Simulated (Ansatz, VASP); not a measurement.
## One calculation of TiO2, two programs

The input POSCAR:

```
TiO2
1.0
   -1.8323030467      1.8323030467      4.7913989082
    1.8323030467     -1.8323030467      4.7913989082
    1.8323030467      1.8323030467     -4.7913989082
Ti O
2 4
Direct
    0.0000000000      0.0000000000      0.0000000000
    0.7500000000      0.2500000000      0.5000000000
    0.2073045411      0.2073045411      0.0000000000
    0.9573045411      0.4573045411      0.5000000000
    0.5426954589      0.0426954589      0.5000000000
    0.7926954589      0.7926954589      0.0000000000
```

The input INCAR.step1:

```
PREC = Accurate ; ENCUT = 520
ISMEAR = 0 ; SIGMA = 0.05
LREAL = False ; LASPH = True
NELM = 100 ; NBANDS = 33
GGA = PE ; ALGO = Normal
EDIFF = 1E-4 ; LWAVE = True
LCHARG = False
```

File INCAR.step2:

```
PREC = Accurate ; ENCUT = 520
EDIFF = 1E-7 ; ISMEAR = 0
SIGMA = 0.05 ; LREAL = False
LASPH = True ; NELM = 100
ALGO = Normal ; ISIF = 2
LWAVE = False ; LCHARG = True
METAGGA = R2SCAN ; LMIXTAU = True
LELF = True ; LVHAR = True
NBANDS = 33 ; ISTART = 1
```

KPOINTS

```
regular mesh
0
Gamma
  8 8 8
```

Input for Ansatz:

```yaml
crystal:
  lattice:
    - [-1.8323030467, 1.8323030467, 4.7913989082]
    - [1.8323030467, -1.8323030467, 4.7913989082]
    - [1.8323030467, 1.8323030467, -4.7913989082]
  atoms:
    - { symbol: Ti, position: [0.0, 0.0, 0.0] }
    - { symbol: Ti, position: [0.75, 0.25, 0.5] }
    - { symbol: O, position: [0.2073045411, 0.2073045411, 0.0] }
    - { symbol: O, position: [0.9573045411, 0.4573045411, 0.5] }
    - { symbol: O, position: [0.5426954589, 0.0426954589, 0.5] }
    - { symbol: O, position: [0.7926954589, 0.7926954589, 0.0] }
basis:
  ecutwfc: 500
kpoints:
  mp_grid: { grid: [8, 8, 8] }
hamiltonian:
  xc: r2scan
scf:
  occupations: { method: gaussian, width: 0.05 }
output:
  forces: true
  stress: true
  eigenvalues: true
```

Change from the starting cell: strain -0.030 along x and y, +0.000 along z, atoms carried along.

Alike in both runs: task single point; functional r2SCAN; k mesh 8 × 8 × 8; occupations gaussian, width 0.05 eV; no spin polarisation.

|  | VASP | Ansatz |
| --- | --- | --- |
| version | VASP 6.6.1 | Ansatz 0.2.0 |
| potentials or method | VASP PAW PBE potentials, release 64 (Ti_sv, O), cutoff 520 eV | scalar-relativistic, plane waves, PAW |
| valence electrons in the cell | 48 | 48 |

|  | VASP | Ansatz | Ansatz less VASP |
| --- | --- | --- | --- |
| gap on the k mesh at the Fermi level (eV) | 2.79 | 2.77 | -0.019 |
| least direct gap on the mesh (eV) | 3.14 | 3.11 | -0.027 |
| pressure (GPa) | 17.3 | 15.9 | -1.46 |
| traceless stress, the component that is largest in VASP (GPa) | -6.36 | -6.00 | +0.353 |
| rms of the force components (eV/Å) | 0.043 | 0.052 | +0.0092 |

VASP's potentials were made for PBE, not for r2SCAN. Atom by atom the forces differ by 0.009 eV/Å (rms over components).
